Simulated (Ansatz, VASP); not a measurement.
One calculation of SnTe, two programs

File INCAR:

```
SYSTEM = SnTe
  PREC = Accurate
  ENCUT = 520
  EDIFF = 1E-6
  ISMEAR = 0
  SIGMA = 0.03
  LREAL = .FALSE.
  LASPH = .TRUE.
  NELM = 100
  ALGO = Normal
  ISIF = 2
  LWAVE = .FALSE.
  LCHARG = .FALSE.
  GGA = PE
  NBANDS = 17
```

The input KPOINTS:

```
regular mesh
0
G
  10 10 10
  0 0 0
```

Contents of POSCAR:

```
SnTe
1.0
    0.0000000000      3.1565000000      3.0775875000
    3.1565000000      0.0000000000      3.0775875000
    3.1565000000      3.1565000000      0.0000000000
Sn Te
1 1
Direct
    0.0000000000      0.0000000000      0.0000000000
    0.5000000000      0.5000000000      0.5000000000
```

Input for Ansatz:

```yaml
crystal:
  lattice:
    - [0.0, 3.1565, 3.0775875]
    - [3.1565, 0.0, 3.0775875]
    - [3.1565, 3.1565, 0.0]
  atoms:
    - { symbol: Sn, position: [0.0, 0.0, 0.0] }
    - { symbol: Te, position: [0.5, 0.5, 0.5] }
basis:
  ecutwfc: 420
kpoints:
  mp_grid: { grid: [10, 10, 10] }
hamiltonian:
  xc: pbe
scf:
  occupations: { method: gaussian, width: 0.03 }
output:
  forces: true
  stress: true
  eigenvalues: true
```

Change from the starting cell: strain +0.000 along x and y, -0.025 along z, atoms carried along.

Alike in both runs: task single point; functional PBE; k mesh 10 × 10 × 10; occupations gaussian, width 0.03 eV; no spin polarisation.

|  | VASP | Ansatz |
| --- | --- | --- |
| version | VASP 6.6.1 | Ansatz 0.2.0 |
| potentials or method | VASP PAW PBE potentials, release 64 (Sn_d, Te), cutoff 520 eV | scalar-relativistic, plane waves, PAW |
| valence electrons in the cell | 20 | 30 |

|  | VASP | Ansatz | Ansatz less VASP |
| --- | --- | --- | --- |
| gap on the k mesh at the Fermi level (eV) | 0.20 | 0.20 | -0.001 |
| least direct gap on the mesh (eV) | 0.20 | 0.20 | -0.001 |
| pressure (GPa) | 3.4 | 3.4 | +0.06 |
| traceless stress, the component that is largest in VASP (GPa) | 2.61 | 2.61 | -0.004 |

VASP's potentials hold 20 valence electrons a cell and Ansatz's 30, so a difference there can come from the potentials and not from the codes.

Spin-orbit coupling is off throughout.
